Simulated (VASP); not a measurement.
Wanted: the native input for a VASP 6.6.1 run.

```
Task                   : single point
Functional             : PBEsol
Potentials or basis    : VASP PAW PBE potentials, release 64 (C)
Cutoff                 : 520 eV
k mesh                 : 14 × 14 × 8
Occupations            : methfessel-paxton, width 0.1 eV
Spin                   : no spin polarisation
Dipole correction      : no
Further INCAR settings : ALGO = Normal; EDIFF = 1e-07; NBANDS = 11
```

The structure of C lies in POSCAR:

```
C
1.0
    2.1825996185     -1.2601996054      0.0000000000
    2.1825996185      1.2601996054      0.0000000000
   -1.4149059173      0.0000000000      3.5938530272
C
2
Direct
    0.8333560000      0.8333560000      0.0000930000
    0.1666440000      0.1666440000      0.9999070000
```

These files were run (other wordings do the same):

INCAR

```
PREC = Accurate
ENCUT = 520
EDIFF = 1E-7
ISMEAR = 1
SIGMA = 0.1
LREAL = False
LASPH = True
NELM = 100
ALGO = Normal
ISIF = 2
LWAVE = False
LCHARG = True
GGA = PS
LELF = True
LVHAR = True
NBANDS = 11
```

KPOINTS

```
regular mesh
0
Gamma
  14 14 8
```

Potentials or basis: VASP PAW PBE potentials, release 64 (C).

Command:

```sh
$ cat potpaw_PBE.64/C/POTCAR > POTCAR
$ mpirun -np 1 vasp_std > vasp.out
```

Results of the run:

| Quantity | Value |
| --- | --- |
| Pressure | -16.8 GPa |
| Largest force | 0.005 eV/Å |
| Band gap on the k mesh | 0.76 eV, indirect (least direct gap 0.78 eV) |

Caveat: the PAW data sets were made with another functional, which shifts forces and pressure a little; this functional lacks dispersion, which binds the layers, so the pressure and a relaxed spacing across them are unreliable.

It took 54 s on 1 thread of Intel(R) Xeon(R) Platinum 8375C CPU @ 2.90GHz (Ice Lake), on a shared host, peak memory 0.18 GiB.
